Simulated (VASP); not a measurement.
Write the native input for VASP 6.6.1 that does the following.

* Task: single point
* Functional: PBE
* Potentials or basis: VASP PAW PBE potentials, release 64 (Cd, S)
* Cutoff: 520 eV
* k mesh: 6 × 6 × 4
* Occupations: gaussian, width 0.01 eV
* Spin: no spin polarisation
* Dipole correction: no
* Further INCAR settings: ALGO = Normal; EDIFF = 1e-07; NBANDS = 26

The structure of CdS lies in POSCAR:

```
CdS
1.0
    4.1500000000      0.0000000000      0.0000000000
   -2.0750000000      3.5940100000      0.0000000000
    0.0000000000      0.0000000000      6.7370000000
Cd S
2 2
Direct
    0.3333333333      0.6666666667      0.0000000000
    0.6666666667      0.3333333333      0.5000000000
    0.3333333333      0.6666666667      0.3750000000
    0.6666666667      0.3333333333      0.8750000000
```

These files were run (other wordings do the same):

INCAR

```
SYSTEM = CdS
ALGO     = Normal         ! electronic algorithm
EDIFF    = 1E-7           ! SCF threshold, eV
ENCUT    = 520            ! plane-wave cutoff, eV
GGA      = PE             ! functional
ISIF     = 2              ! what is computed and relaxed
ISMEAR   = 0              ! smearing method
LASPH    = .True.         ! aspherical terms in the spheres
LCHARG   = .False.        ! write CHGCAR
LREAL    = .False.        ! projectors in reciprocal space
LWAVE    = .False.        ! write WAVECAR
NBANDS   = 26             ! bands
NELM     = 60             ! most SCF steps
PREC     = Accurate       ! precision mode
SIGMA    = 0.01           ! smearing width, eV
```

KPOINTS

```
k-points
0
Gamma
  6 6 4
  0 0 0
```

Potentials or basis: VASP PAW PBE potentials, release 64 (Cd, S).

Run with:

```console
$ cat potpaw_PBE.64/Cd/POTCAR potpaw_PBE.64/S/POTCAR > POTCAR
$ mpirun -np 1 vasp_std > vasp.out
```

It gave:

```yaml
Pressure: 2.4 GPa
Largest_force: 0.069 eV/Å
Band_gap_on_the_k_mesh: 1.20 eV
```

It took 88 s on 1 thread of AMD EPYC 7R43 64-Core Processor (Zen 3), on a shared host, peak memory 0.19 GiB.
